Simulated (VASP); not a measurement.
# GaP (l.bA) (F-43m) in VASP: single point with LDA

Aim: the single point of GaP (l.bA) with LDA.

Program: VASP 6.6.1. These are calculated values, not measurements. Logs are shortened: lines on timing, memory, paths and dates and some standing lists are left out, and cuts for length are marked.

### Step 1. The cell of the first run

The structure is cubic, space group F-43m (No. 216). Conventional cell: a = 5.391 Å, b = 5.391 Å, c = 5.391 Å, α = 90.00°, β = 90.00°, γ = 90.00°. Within 3.1 Å of Ga (site symmetry -43m) lie 4 P at 2.33 Å. P (site symmetry -43m) has 4 Ga at 2.33 Å within 3.1 Å.

### Step 2. Single point, LDA

Input file INCAR:

```
PREC = Accurate
ENCUT = 500
EDIFF = 1E-6
ISMEAR = 0
SIGMA = 0.02
LREAL = False
LASPH = True
NELM = 120
ALGO = Normal
ISIF = 2
LWAVE = False
LCHARG = False
NBANDS = 16
GGA_COMPAT = False
```

Input file KPOINTS:

```
Automatic mesh
0
Gamma
  10 10 10
```

Input file POSCAR:

```
GaP
1.0
    0.0000000000      2.6957342113      2.6957342113
    2.6957342113      0.0000000000      2.6957342113
    2.6957342113      2.6957342113      0.0000000000
Ga P
1 1
Direct
    0.0000000000      0.0000000000      0.0000000000
    0.2500000000      0.2500000000      0.2500000000
```

Potentials or basis: VASP PAW LDA potentials, release 64 (Ga_d, P).

Started as:

```
$ cat potpaw_LDA.64/Ga_d/POTCAR potpaw_LDA.64/P/POTCAR > POTCAR
$ mpirun -np 1 vasp_std > vasp.out
```

OUTCAR:

```text
PREC = Accurate
   ENCUT = 500
   EDIFF = 1E-6
   ISMEAR = 0
   LREAL = False
   LASPH = True
   NELM = 120
   ISIF = 2

 ion  position               nearest neighbor table
   1  0.000  0.000  0.000-   2 2.33   2 2.33   2 2.33   2 2.33
   2  0.250  0.250  0.250-   1 2.33   1 2.33   1 2.33   1 2.33

  LATTYP: Found a face centered cubic cell.
 ALAT       =     5.3914684226

  Lattice vectors:

 A1 = (   0.0000000000,   2.6957342113,   2.6957342113)
 A2 = (   2.6957342113,   0.0000000000,   2.6957342113)
 A3 = (   2.6957342113,   2.6957342113,   0.0000000000)

Analysis of symmetry for initial positions (statically):
=====================================================================
 Subroutine PRICEL returns:
 Original cell was already a primitive cell.

 Routine SETGRP: Setting up the symmetry group for a
 face centered cubic supercell.

 Subroutine GETGRP returns: Found 24 space group operations
 (whereof 24 operations were pure point group operations)
 out of a pool of 48 trial point group operations.

The static configuration has the point symmetry T_d .

Analysis of symmetry for dynamics (positions and initial velocities):
=====================================================================
 Subroutine PRICEL returns:
 Original cell was already a primitive cell.

 Routine SETGRP: Setting up the symmetry group for a
 face centered cubic supercell.

 Subroutine GETGRP returns: Found 24 space group operations
 (whereof 24 operations were pure point group operations)
 out of a pool of 48 trial point group operations.

The dynamic configuration has the point symmetry T_d .

 Subroutine INISYM returns: Found 24 space group operations
 (whereof 24 operations are pure point group operations),
 and found     1 'primitive' translations

----------------------------------------------------------------------------------------

                                     Primitive cell

  volume of cell :      39.1797

  direct lattice vectors                    reciprocal lattice vectors
     0.000000000  2.695734211  2.695734211    -0.185478226  0.185478226  0.185478226
     2.695734211  0.000000000  2.695734211     0.185478226 -0.185478226  0.185478226
     2.695734211  2.695734211  0.000000000     0.185478226  0.185478226 -0.185478226

  length of vectors
     3.812343882  3.812343882  3.812343882     0.321257712  0.321257712  0.321257712

  position of ions in fractional coordinates (direct lattice)
     0.000000000  0.000000000  0.000000000
     0.250000000  0.250000000  0.250000000

  ion indices of the primitive-cell ions
   primitive index   ion index
                 1           1
                 2           2

----------------------------------------------------------------------------------------

 KPOINTS: Automatic mesh

Automatic generation of k-mesh.
 Grid dimensions read from file:
 generate k-points for:   10   10   10

 Generating k-lattice:

  Cartesian coordinates                     Fractional coordinates (reciprocal lattice)
    -0.018547823  0.018547823  0.018547823     0.100000000  0.000000000  0.000000000
     0.018547823 -0.018547823  0.018547823     0.000000000  0.100000000  0.000000000
     0.018547823  0.018547823 -0.018547823     0.000000000  0.000000000  0.100000000

  Length of vectors
     0.032125771  0.032125771  0.032125771

  Shift w.r.t. Gamma in fractional coordinates (k-lattice)
     0.000000000  0.000000000  0.000000000

 Subroutine IBZKPT returns following result:
 ===========================================

 Found     47 irreducible k-points:

 Following reciprocal coordinates:
            Coordinates               Weight
  0.000000  0.000000  0.000000      1.000000
  0.100000  0.000000  0.000000      8.000000
  0.200000  0.000000  0.000000      8.000000
  0.300000  0.000000  0.000000      8.000000
  0.400000  0.000000  0.000000      8.000000
  0.500000  0.000000  0.000000      4.000000
[... 16 lines left out ...]
  0.300000  0.300000  0.000000      6.000000
  0.400000  0.300000  0.000000     24.000000
 [... further k-points ...]
   k-points           NKPTS =     47   k-points in BZ     NKDIM =     47   number of bands    NBANDS=     16
   number of dos      NEDOS =    301   number of ions     NIONS =      2
   total plane-waves  NPLWV =  21952
   dimension x,y,z NGX =    28 NGY =   28 NGZ =   28
   dimension x,y,z NGXF=    56 NGYF=   56 NGZF=   56
   ions per type =               1   1
   NGX,Y,Z   is equivalent  to a cutoff of  12.21, 12.21, 12.21 a.u.
   NGXF,Y,Z  is equivalent  to a cutoff of  24.42, 24.42, 24.42 a.u.
 SYSTEM =  unknown system
   PREC   = accura    normal or accurate (medium, high low for compatibility)
   ISTART =      0    job   : 0-new  1-cont  2-samecut
   ICHARG =      2    charge: 1-file 2-atom 10-const
   ISPIN  =      1    spin polarized calculation?
   LNONCOLLINEAR =      F non collinear calculations
   LSORBIT =      F    spin-orbit coupling
   LASPH  =      T    aspherical Exc in radial PAW
   ENCUT  =  500.0 eV  36.75 Ry    6.06 a.u.   6.95  6.95  6.95*2*pi/ulx,y,z
   NELM   =    120;   NELMIN=  2; NELMDL= -5     # of ELM steps
   EDIFF  = 0.1E-05   stopping-criterion for ELM
   LREAL  =      F    real-space projection
[... 7 lines left out ...]
   TEBEG  =    0.0;   TEEND  =   0.0 temperature during run
   PSTRESS=    0.0 pullay stress
   NELECT =      18.0000    total number of electrons
   NUPDOWN=      -1.0000    fix difference up-down
   EMIN   =  10.00;   EMAX   =-10.00  energy-range for DOS
   EFERMI =   0.00;   METHOD = LEGACY
   ISMEAR =     0;   SIGMA  =   0.02  broadening in eV -4-tet -1-fermi 0-gaus
   EFERMI_NEDOS =   21; number of points for ismear=-14 and -15
   IALGO  =     38    algorithm
   IMIX   =      4    mixing-type and parameters
     AMIX     =   0.40;   BMIX     =  1.00
     AMIX_MAG =   1.60;   BMIX_MAG =  1.00
  volume/ion in A,a.u.               =      19.59       132.20
  Fermi-wavevector in a.u.,A,eV,Ry     =   1.263219  2.387137 21.711114  1.595722
  Thomas-Fermi vector in A             =   2.396587
   LORBIT       =      0    0 simple, 1 ext, 2 COOP (PROOUT), +10 PAW based schemes
   GGA     = CA    functional components
   LHFCALC =     F    Hartree Fock is set to
   AEXX    =    0.0000 exact exchange contribution
   IVDW    =     0    specifies the selected vdW correction
   LEPSILON=     F    determine dielectric tensor
   LRPA    =     F    only Hartree local field effects (RPA)
 non-spin polarized calculation
 Gauss-broadening in eV      SIGMA  =   0.02
  energy-cutoff  :      500.00
  volume of cell :       39.18
 maximum number of plane-waves:      1010
   NGX = 13   NGY = 13   NGZ = 13

 number of electron      17.9999998 magnetization

 Free energy of the ion-electron system (eV)
  ---------------------------------------------------
  ext. energy  EPLUGINS =         0.00000000
  ---------------------------------------------------
  free energy    TOTEN  =       -10.45298526 eV

  energy without entropy =      -10.45298526  energy(sigma->0) =      -10.45298526

 E-fermi :   4.9843     XC(G=0): -10.3107

 val. band max:        4.8461756904   @ k =   0.0000   0.0000   0.0000
 cond. band min:       6.2472931743   @ k =   0.4000   0.4000   0.0000
 fundamental gap:      1.4011174838
 Fermi energy:         4.9843098984

 k-point     1 :       0.0000    0.0000    0.0000
  band No.  band energies     occupation
      1      -9.9179      2.00000
      2      -9.9179      2.00000
      3      -9.9179      2.00000
      4      -9.8096      2.00000
      5      -9.8096      2.00000
      6      -7.9133      2.00000
[... 8 lines left out ...]
     15      14.6909      0.00000
     16      14.6909      0.00000

 k-point     2 :       0.1000    0.0000    0.0000
  band No.  band energies     occupation
      1      -9.9275      2.00000
      2      -9.9145      2.00000
      3      -9.9145      2.00000
      4      -9.8096      2.00000
      5      -9.8096      2.00000
      6      -7.7776      2.00000
[... 8 lines left out ...]
     15      14.1756      0.00000
     16      14.1756      0.00000

 k-point     3 :       0.2000    0.0000    0.0000
  band No.  band energies     occupation
      1      -9.9509      2.00000
      2      -9.9063      2.00000
      3      -9.9063      2.00000
      4      -9.8092      2.00000
      5      -9.8092      2.00000
      6      -7.3836      2.00000
[... 8 lines left out ...]
     15      13.7236      0.00000
     16      14.8076      0.00000

 k-point     4 :       0.3000    0.0000    0.0000
  band No.  band energies     occupation
      1      -9.9772      2.00000
      2      -9.8978      2.00000
      3      -9.8978      2.00000
      4      -9.8068      2.00000
      5      -9.8068      2.00000
      6      -6.7770      2.00000
[... 8 lines left out ...]
     15      14.1482      0.00000
     16      14.4247      0.00000

 k-point     5 :       0.4000    0.0000    0.0000
  band No.  band energies     occupation
      1      -9.9970      2.00000
      2      -9.8926      2.00000
      3      -9.8926      2.00000
      4      -9.8032      2.00000
      5      -9.8032      2.00000
      6      -6.0893      2.00000
[... 8 lines left out ...]
     15      15.4215      0.00000
     16      15.4215      0.00000

 k-point     6 :       0.5000    0.0000    0.0000
  band No.  band energies     occupation
      1     -10.0042      2.00000
      2      -9.8910      2.00000
      3      -9.8910      2.00000
      4      -9.8014      2.00000
      5      -9.8014      2.00000
      6      -5.7204      2.00000
[... 8 lines left out ...]
     15      16.6172      0.00000
     16      16.6172      0.00000
[... 267 lines left out ...]
 k-point    21 :      -0.3000    0.2000    0.0000
  band No.  band energies     occupation
      1      -9.9982      2.00000
      2      -9.8872      2.00000
      3      -9.8821      2.00000
      4      -9.8102      2.00000
      5      -9.8072      2.00000
      6      -5.9170      2.00000
[... 8 lines left out ...]
     15      15.8324      0.00000
     16      17.6806      0.00000

 k-point    22 :      -0.2000    0.2000    0.0000
  band No.  band energies     occupation
      1      -9.9828      2.00000
      2      -9.8921      2.00000
      3      -9.8915      2.00000
      4      -9.8136      2.00000
      5      -9.8051      2.00000
      6      -6.5706      2.00000
[... 8 lines left out ...]
     15      16.1898      0.00000
     16      16.9421      0.00000

 k-point    23 :       0.3000    0.3000    0.0000
  band No.  band energies     occupation
      1     -10.0066      2.00000
      2      -9.8719      2.00000
      3      -9.8719      2.00000
      4      -9.8345      2.00000
      5      -9.7938      2.00000
      6      -6.3870      2.00000
[... 8 lines left out ...]
     15      16.0540      0.00000
     16      18.6619      0.00000

 k-point    24 :       0.4000    0.3000    0.0000
  band No.  band energies     occupation
      1     -10.0191      2.00000
      2      -9.8657      2.00000
      3      -9.8633      2.00000
      4      -9.8375      2.00000
      5      -9.7915      2.00000
      6      -5.8355      2.00000
[... 8 lines left out ...]
     15      16.7267      0.00000
     16      18.6866      0.00000

 [... further k-points ...]
[... 5 lines left out ...]
  --------------------------------------------------------------------------------------
  -------------------------------------------------------------------------------------
  Total        0.0163622      0.0163622      0.0163622     -0.0000000     -0.0000000     -0.0000000
  in kB        0.6690986      0.6690986      0.6690986     -0.0000000     -0.0000000     -0.0000000
  external PRESSURE =       0.6690986 kB  Pullay stress =       0.0000000 kB

 VOLUME and BASIS-vectors are now :
 -----------------------------------------------------------------------------
  energy-cutoff  :      500.00
  volume of cell :       39.18
      direct lattice vectors                 reciprocal lattice vectors
     0.000000000  2.695734211  2.695734211    -0.185478226  0.185478226  0.185478226
     2.695734211  0.000000000  2.695734211     0.185478226 -0.185478226  0.185478226
     2.695734211  2.695734211  0.000000000     0.185478226  0.185478226 -0.185478226

 POSITION                                       TOTAL-FORCE (eV/Angst)
 -----------------------------------------------------------------------------------
      0.00000      0.00000      0.00000         0.000000      0.000000      0.000000
      1.34787      1.34787      1.34787        -0.000000     -0.000000     -0.000000
 -----------------------------------------------------------------------------------
    total drift:                                0.000000      0.000000      0.000000

  FREE ENERGIE OF THE ION-ELECTRON SYSTEM (eV)
  ---------------------------------------------------
  free  energy   TOTEN  =       -10.4529852567 eV

  energy  without entropy=      -10.4529852567  energy(sigma->0) =      -10.45298526
```

Wall time 12 s (1 thread of Intel Xeon 6975P-C (Granite Rapids), shared host); peak memory 0.15 GiB.

What came out:

* Free energy: -10.4530 eV
* Pressure: 0.1 GPa
* Band gap on the k mesh: 1.40 eV, indirect (least direct gap 1.91 eV)

A k mesh can miss the band edges. LDA gaps usually lie below the measured ones, often by a third to a half.
